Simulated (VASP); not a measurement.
# LiF (Fm-3m) in VASP: settings compared

The runs below take LiF through single point, with PBE, PBE+D3(BJ), B3LYP.

Everything below comes from runs of VASP 6.6.1. Logs are shortened: lines on timing, memory, paths and dates and some standing lists are left out, and cuts for length are marked.

### Step 1. The cell of the first run

Symmetry: Fm-3m, No. 225, cubic system. Conventional cell: a = 4.028 Å, b = 4.028 Å, c = 4.028 Å, α = 90.00°, β = 90.00°, γ = 90.00°. Li (site symmetry m-3m) has 6 F at 2.01 Å within 2.7 Å. F (site symmetry m-3m) has 6 Li at 2.01 Å within 2.7 Å.

### Step 2. Single point, PBE

INCAR

```
SYSTEM = LiF
PREC = Accurate
ENCUT = 750
EDIFF = 1E-6
ISMEAR = 0
SIGMA = 0.05
LREAL = .FALSE.
LASPH = .TRUE.
NELM = 120
ALGO = Normal
ISIF = 2
LWAVE = .FALSE.
LCHARG = .FALSE.
GGA = PE
NBANDS = 12
GGA_COMPAT = .FALSE.
```

KPOINTS

```
Automatic mesh
0
G
  10 10 10
  0 0 0
```

POSCAR

```
LiF
1.0
    0.0000000000      2.0140017468      2.0140017468
    2.0140017468      0.0000000000      2.0140017468
    2.0140017468      2.0140017468      0.0000000000
Li F
1 1
Direct
    0.0000000000      0.0000000000      0.0000000000
    0.5000000000      0.5000000000      0.5000000000
```

Potentials or basis: VASP PAW PBE potentials, release 64 (Li_sv, F).

Launch:

```sh
$ cat potpaw_PBE.64/Li_sv/POTCAR potpaw_PBE.64/F/POTCAR > POTCAR
$ mpirun -np 1 vasp_std > vasp.out
```

OUTCAR:

```text
SYSTEM = LiF
   PREC = Accurate
   ENCUT = 750
   EDIFF = 1E-6
   ISMEAR = 0
   LREAL = .FALSE.
   LASPH = .TRUE.
   NELM = 120
   ISIF = 2
   GGA = PE

 ion  position               nearest neighbor table
   1  0.000  0.000  0.000-   2 2.01   2 2.01   2 2.01   2 2.01   2 2.01   2 2.01
   2  0.500  0.500  0.500-   1 2.01   1 2.01   1 2.01   1 2.01   1 2.01   1 2.01

  LATTYP: Found a face centered cubic cell.
 ALAT       =     4.0280034936

  Lattice vectors:

 A1 = (   0.0000000000,   2.0140017468,   2.0140017468)
 A2 = (   2.0140017468,   0.0000000000,   2.0140017468)
 A3 = (   2.0140017468,   2.0140017468,   0.0000000000)

Analysis of symmetry for initial positions (statically):
=====================================================================
 Subroutine PRICEL returns:
 Original cell was already a primitive cell.

 Routine SETGRP: Setting up the symmetry group for a
 face centered cubic supercell.

 Subroutine GETGRP returns: Found 48 space group operations
 (whereof 48 operations were pure point group operations)
 out of a pool of 48 trial point group operations.

The static configuration has the point symmetry O_h .

Analysis of symmetry for dynamics (positions and initial velocities):
=====================================================================
 Subroutine PRICEL returns:
 Original cell was already a primitive cell.

 Routine SETGRP: Setting up the symmetry group for a
 face centered cubic supercell.

 Subroutine GETGRP returns: Found 48 space group operations
 (whereof 48 operations were pure point group operations)
 out of a pool of 48 trial point group operations.

The dynamic configuration has the point symmetry O_h .

 Subroutine INISYM returns: Found 48 space group operations
 (whereof 48 operations are pure point group operations),
 and found     1 'primitive' translations

----------------------------------------------------------------------------------------

                                     Primitive cell

  volume of cell :      16.3384

  direct lattice vectors                    reciprocal lattice vectors
     0.000000000  2.014001747  2.014001747    -0.248261950  0.248261950  0.248261950
     2.014001747  0.000000000  2.014001747     0.248261950 -0.248261950  0.248261950
     2.014001747  2.014001747  0.000000000     0.248261950  0.248261950 -0.248261950

  length of vectors
     2.848228585  2.848228585  2.848228585     0.430002310  0.430002310  0.430002310

  position of ions in fractional coordinates (direct lattice)
     0.000000000  0.000000000  0.000000000
     0.500000000  0.500000000  0.500000000

  ion indices of the primitive-cell ions
   primitive index   ion index
                 1           1
                 2           2

----------------------------------------------------------------------------------------

 KPOINTS: Automatic mesh

Automatic generation of k-mesh.
 Grid dimensions read from file:
 generate k-points for:   10   10   10

 Generating k-lattice:

  Cartesian coordinates                     Fractional coordinates (reciprocal lattice)
    -0.024826195  0.024826195  0.024826195     0.100000000  0.000000000  0.000000000
     0.024826195 -0.024826195  0.024826195     0.000000000  0.100000000  0.000000000
     0.024826195  0.024826195 -0.024826195     0.000000000  0.000000000  0.100000000

  Length of vectors
     0.043000231  0.043000231  0.043000231

  Shift w.r.t. Gamma in fractional coordinates (k-lattice)
     0.000000000  0.000000000  0.000000000

 Subroutine IBZKPT returns following result:
 ===========================================

 Found     47 irreducible k-points:

 Following reciprocal coordinates:
            Coordinates               Weight
  0.000000  0.000000  0.000000      1.000000
  0.100000  0.000000  0.000000      8.000000
  0.200000  0.000000  0.000000      8.000000
  0.300000  0.000000  0.000000      8.000000
  0.400000  0.000000  0.000000      8.000000
  0.500000  0.000000  0.000000      4.000000
[... 16 lines left out ...]
  0.300000  0.300000  0.000000      6.000000
  0.400000  0.300000  0.000000     24.000000
 [... further k-points ...]
   k-points           NKPTS =     47   k-points in BZ     NKDIM =     47   number of bands    NBANDS=     12
   number of dos      NEDOS =    301   number of ions     NIONS =      2
   total plane-waves  NPLWV =  21952
   dimension x,y,z NGX =    28 NGY =   28 NGZ =   28
   dimension x,y,z NGXF=    56 NGYF=   56 NGZF=   56
   ions per type =               1   1
   NGX,Y,Z   is equivalent  to a cutoff of  16.34, 16.34, 16.34 a.u.
   NGXF,Y,Z  is equivalent  to a cutoff of  32.69, 32.69, 32.69 a.u.
 SYSTEM =  LiF
   PREC   = accura    normal or accurate (medium, high low for compatibility)
   ISTART =      0    job   : 0-new  1-cont  2-samecut
   ICHARG =      2    charge: 1-file 2-atom 10-const
   ISPIN  =      1    spin polarized calculation?
   LNONCOLLINEAR =      F non collinear calculations
   LSORBIT =      F    spin-orbit coupling
   LASPH  =      T    aspherical Exc in radial PAW
   ENCUT  =  750.0 eV  55.12 Ry    7.42 a.u.   6.36  6.36  6.36*2*pi/ulx,y,z
   NELM   =    120;   NELMIN=  2; NELMDL= -5     # of ELM steps
   EDIFF  = 0.1E-05   stopping-criterion for ELM
   LREAL  =      F    real-space projection
   EDIFFG = 0.1E-04   stopping-criterion for IOM
   NSW    =      0    number of steps for IOM
   IBRION =     -1    ionic relax: 0-MD 1-quasi-New 2-CG
   NFREE  =      0    steps in history (QN), initial steepest desc. (CG)
   ISIF   =      2    stress and relaxation
   ISYM   =      2    0-nonsym 1-usesym 2-fastsym
   POTIM  = 0.5000    time-step for ionic-motion
   TEBEG  =    0.0;   TEEND  =   0.0 temperature during run
   PSTRESS=    0.0 pullay stress
   NELECT =      10.0000    total number of electrons
   NUPDOWN=      -1.0000    fix difference up-down
   EMIN   =  10.00;   EMAX   =-10.00  energy-range for DOS
   EFERMI =   0.00;   METHOD = LEGACY
   ISMEAR =     0;   SIGMA  =   0.05  broadening in eV -4-tet -1-fermi 0-gaus
   EFERMI_NEDOS =   21; number of points for ismear=-14 and -15
   IALGO  =     38    algorithm
   IMIX   =      4    mixing-type and parameters
     AMIX     =   0.40;   BMIX     =  1.00
     AMIX_MAG =   1.60;   BMIX_MAG =  1.00
  volume/ion in A,a.u.               =       8.17        55.13
  Fermi-wavevector in a.u.,A,eV,Ry     =   1.389969  2.626660 26.286629  1.932013
  Thomas-Fermi vector in A             =   2.513949
   LORBIT       =      0    0 simple, 1 ext, 2 COOP (PROOUT), +10 PAW based schemes
   GGA     = PE    functional components
   LHFCALC =     F    Hartree Fock is set to
   AEXX    =    0.0000 exact exchange contribution
   IVDW    =     0    specifies the selected vdW correction
   LEPSILON=     F    determine dielectric tensor
   LRPA    =     F    only Hartree local field effects (RPA)
 non-spin polarized calculation
 Gauss-broadening in eV      SIGMA  =   0.05
  energy-cutoff  :      750.00
  volume of cell :       16.34
 maximum number of plane-waves:       778
 NGX is ok and might be reduce to    28
   NGX = 13   NGY = 13   NGZ = 13

 number of electron      10.0000002 magnetization

 Free energy of the ion-electron system (eV)
  ---------------------------------------------------
  ext. energy  EPLUGINS =         0.00000000
  ---------------------------------------------------
  free energy    TOTEN  =        -9.64256684 eV

  energy without entropy =       -9.64256684  energy(sigma->0) =       -9.64256684

 E-fermi :  -0.5910     XC(G=0):  -9.9845

 val. band max:       -1.0289549345   @ k =   0.0000   0.0000   0.0000
 cond. band min:       8.0487527150   @ k =   0.0000   0.0000   0.0000
 fundamental gap:      9.0777076495
 Fermi energy:        -0.5909542511

 k-point     1 :       0.0000    0.0000    0.0000
  band No.  band energies     occupation
      1     -41.9346      2.00000
      2     -21.0008      2.00000
      3      -1.0290      2.00000
      4      -1.0290      2.00000
      5      -1.0290      2.00000
      6       8.0488      0.00000
      7      22.9433      0.00000
      8      22.9433      0.00000
      9      22.9433      0.00000
     10      23.3014      0.00000
     11      23.3014      0.00000
     12      23.3014      0.00000

 k-point     2 :       0.1000    0.0000    0.0000
  band No.  band energies     occupation
      1     -41.9290      2.00000
      2     -20.9620      2.00000
      3      -1.3172      2.00000
      4      -1.0519      2.00000
      5      -1.0519      2.00000
      6       8.3414      0.00000
      7      20.2565      0.00000
      8      21.6886      0.00000
      9      21.6886      0.00000
     10      24.3469      0.00000
     11      24.3469      0.00000
     12      24.3913      0.00000

 k-point     3 :       0.2000    0.0000    0.0000
  band No.  band energies     occupation
      1     -41.9145      2.00000
      2     -20.8577      2.00000
      3      -2.0079      2.00000
      4      -1.1110      2.00000
      5      -1.1110      2.00000
      6       8.9938      0.00000
      7      17.7864      0.00000
      8      20.1966      0.00000
      9      20.1966      0.00000
     10      25.3577      0.00000
     11      25.6960      0.00000
     12      25.6960      0.00000

 k-point     4 :       0.3000    0.0000    0.0000
  band No.  band energies     occupation
      1     -41.8964      2.00000
      2     -20.7232      2.00000
      3      -2.7716      2.00000
      4      -1.1814      2.00000
      5      -1.1814      2.00000
      6       9.5490      0.00000
      7      16.3044      0.00000
      8      18.9523      0.00000
      9      18.9523      0.00000
     10      26.7055      0.00000
     11      27.3819      0.00000
     12      27.3819      0.00000

 k-point     5 :       0.4000    0.0000    0.0000
  band No.  band energies     occupation
      1     -41.8818      2.00000
      2     -20.6098      2.00000
      3      -3.3404      2.00000
      4      -1.2364      2.00000
      5      -1.2364      2.00000
      6       9.7423      0.00000
      7      15.7711      0.00000
      8      18.1494      0.00000
      9      18.1494      0.00000
     10      28.2799      0.00000
     11      29.1243      0.00000
     12      29.1243      0.00000
[... 228 lines left out ...]
      1     -41.8773      2.00000
      2     -20.5430      2.00000
      3      -3.0304      2.00000
      4      -2.1792      2.00000
      5      -1.2721      2.00000
      6      10.9091      0.00000
      7      14.8725      0.00000
      8      18.3728      0.00000
      9      18.3865      0.00000
     10      27.8673      0.00000
     11      28.0776      0.00000
     12      28.4095      0.00000

 k-point    22 :      -0.2000    0.2000    0.0000
  band No.  band energies     occupation
      1     -41.8907      2.00000
      2     -20.6635      2.00000
      3      -2.6326      2.00000
      4      -1.8932      2.00000
      5      -1.1385      2.00000
      6      10.2455      0.00000
      7      15.6518      0.00000
      8      18.7715      0.00000
      9      18.9567      0.00000
     10      26.2432      0.00000
     11      26.6033      0.00000
     12      29.1222      0.00000

 k-point    23 :       0.3000    0.3000    0.0000
  band No.  band energies     occupation
      1     -41.8856      2.00000
      2     -20.5828      2.00000
      3      -2.9308      2.00000
      4      -1.6908      2.00000
      5      -1.6908      2.00000
      6      11.2238      0.00000
      7      16.9084      0.00000
      8      18.0065      0.00000
      9      19.3863      0.00000
     10      19.3863      0.00000
     11      33.4466      0.00000
     12      33.5625      0.00000

 k-point    24 :       0.4000    0.3000    0.0000
  band No.  band energies     occupation
      1     -41.8747      2.00000
      2     -20.4726      2.00000
      3      -3.3459      2.00000
      4      -1.9008      2.00000
      5      -1.7891      2.00000
      6      12.0478      0.00000
      7      15.7648      0.00000
      8      17.4989      0.00000
      9      19.1359      0.00000
     10      20.2003      0.00000
     11      32.8900      0.00000
     12      33.8890      0.00000

 [... further k-points ...]

------------------------ aborting loop because EDIFF is reached ----------------------------------------

  FORCE on cell =-STRESS in cart. coord.  units (eV):
  Direction    XX          YY          ZZ          XY          YZ          ZX
  --------------------------------------------------------------------------------------
  -------------------------------------------------------------------------------------
  Total        0.1406304      0.1406304      0.1406304      0.0000000      0.0000000      0.0000000
  in kB       13.7905069     13.7905069     13.7905069      0.0000000      0.0000000      0.0000000
  external PRESSURE =      13.7905069 kB  Pullay stress =       0.0000000 kB

 VOLUME and BASIS-vectors are now :
 -----------------------------------------------------------------------------
  energy-cutoff  :      750.00
  volume of cell :       16.34
      direct lattice vectors                 reciprocal lattice vectors
     0.000000000  2.014001747  2.014001747    -0.248261950  0.248261950  0.248261950
     2.014001747  0.000000000  2.014001747     0.248261950 -0.248261950  0.248261950
     2.014001747  2.014001747  0.000000000     0.248261950  0.248261950 -0.248261950

 POSITION                                       TOTAL-FORCE (eV/Angst)
 -----------------------------------------------------------------------------------
      0.00000      0.00000      0.00000        -0.000000      0.000000      0.000000
      2.01400      2.01400      2.01400         0.000000     -0.000000     -0.000000
 -----------------------------------------------------------------------------------
    total drift:                                0.000000      0.000000      0.000000

  FREE ENERGIE OF THE ION-ELECTRON SYSTEM (eV)
  ---------------------------------------------------
  free  energy   TOTEN  =        -9.6425668371 eV

  energy  without entropy=       -9.6425668371  energy(sigma->0) =       -9.64256684
```

It took 7.2 s on 1 thread of Intel Xeon 6975P-C (Granite Rapids), shared host; peak memory 0.15 GiB.

Results:

```
Free energy            : -9.6426 eV
Pressure               : 1.4 GPa
Band gap on the k mesh : 9.08 eV
```

A k mesh can miss the band edges.

### Step 3. Single point, PBE+D3(BJ)

INCAR

```
SYSTEM = LiF
ALGO = Normal ; EDIFF = 1E-6
ENCUT = 750 ; GGA = PE
GGA_COMPAT = .False. ; ISIF = 2
ISMEAR = 0 ; IVDW = 12
LASPH = .True. ; LCHARG = .False.
LREAL = .False. ; LWAVE = .False.
NBANDS = 12 ; NELM = 120
PREC = Accurate ; SIGMA = 0.05
```

KPOINTS

```
k-points
0
Gamma
  10 10 10
  0 0 0
```

POSCAR is that of step 2.

Potentials or basis: VASP PAW PBE potentials, release 64 (Li_sv, F).

Launch:

```sh
$ cat potpaw_PBE.64/Li_sv/POTCAR potpaw_PBE.64/F/POTCAR > POTCAR
$ mpirun -np 1 vasp_std > vasp.out
```

Wall time 7.2 s (1 thread of Intel Xeon 6975P-C (Granite Rapids), shared host); peak memory 0.16 GiB.

It converged, with:

- Free energy: -9.9993 eV
- Pressure: -2.2 GPa
- Band gap on the k mesh: 9.08 eV
- Dispersion energy per atom: -0.178 eV

Levels at points of the mesh, in eV from the valence-band top:
```
           k point  band 2  band 3  band 4  band 5  band 6  band 7  band 8  band 9
(0.00, 0.00, 0.00)  -19.97    0.00    0.00    0.00    9.08   23.97   23.97   23.97
(0.50, 0.00, 0.00)  -19.54   -2.52   -0.23   -0.23   10.78   16.73   18.90   18.90
(0.50, 0.50, 0.00)  -19.27   -3.00   -1.00   -1.00   14.81   16.48   17.43   20.24
```

A k mesh can miss the band edges. As with any semilocal functional, this PBE gap is likely too small.

(Continued in part 2 of 2.)
